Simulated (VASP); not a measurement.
MoS2: single point with PBEsol

Crystal: MoS2.

```
Mo S
1.0
     3.14118    0.00000    0.00000
    -1.57059    2.72035    0.00000
     0.00000    0.00000    6.12471
Mo S
1 2
Direct
  0.00000 0.00000 0.50000
  0.33333 0.66667 0.26555
  0.66667 0.33333 0.78343
```

This cell differs from its parent crystal: all S atoms moved +0.150 Å, as atom 2 along Cartesian [0 0 1].

| Property | Result |
| --- | --- |
| Program | VASP 6.6.1 |
| Task | single point |
| Functional | PBEsol |
| Potentials or basis | VASP PAW PBE potentials, release 64 (Mo_sv, S) |
| Cutoff | 520 eV |
| k mesh | 18 × 18 × 8 |
| Occupations | gaussian, width 0.15 eV |
| Spin | no spin polarisation |

| Property | Result |
| --- | --- |
| Pressure | 1.8 GPa |
| Largest force | 3.291 eV/Å |
| Band gap on the k mesh | zero (band 13 reaches 8.58 eV, above the bottom of band 14 at 7.83 eV) |

Forces in eV/Å, atoms in the order of the input:
```
Mo   0.000  0.000  3.291
S    0.000  0.000 -1.966
S    0.000  0.000 -1.325
```

Stress tensor (GPa, compression positive):
```
2.03 0.00 0.00
0.00 2.03 0.00
0.00 0.00 1.42
```

Levels at points of the mesh, in eV from the Fermi level:
```
           k point  band 11  band 12  band 13  band 14  band 15  band 16
(0.00, 0.00, 0.00)    -0.88    -0.88    -0.83     0.09     0.09     3.30
(0.50, 0.00, 0.00)    -3.42    -1.80    -1.56     1.29     1.80     3.61
(0.00, 0.00, 0.50)    -0.89    -0.89    -0.02    -0.02    -0.01     3.56
(0.50, 0.00, 0.50)    -2.80    -1.90    -1.30     1.29     1.94     3.28
```

Run time: 100 s on 1 thread of Intel(R) Xeon(R) Platinum 8488C (Sapphire Rapids), with other jobs on the host, peak memory 0.36 GiB.

Caveat: the cell differs from its parent crystal (all S atoms moved +0.150 Å, as atom 2 along Cartesian [0 0 1]); the PAW data sets were made with another functional, which shifts forces and pressure a little; this functional lacks dispersion, which binds the layers, so the pressure and a relaxed spacing across them are unreliable.
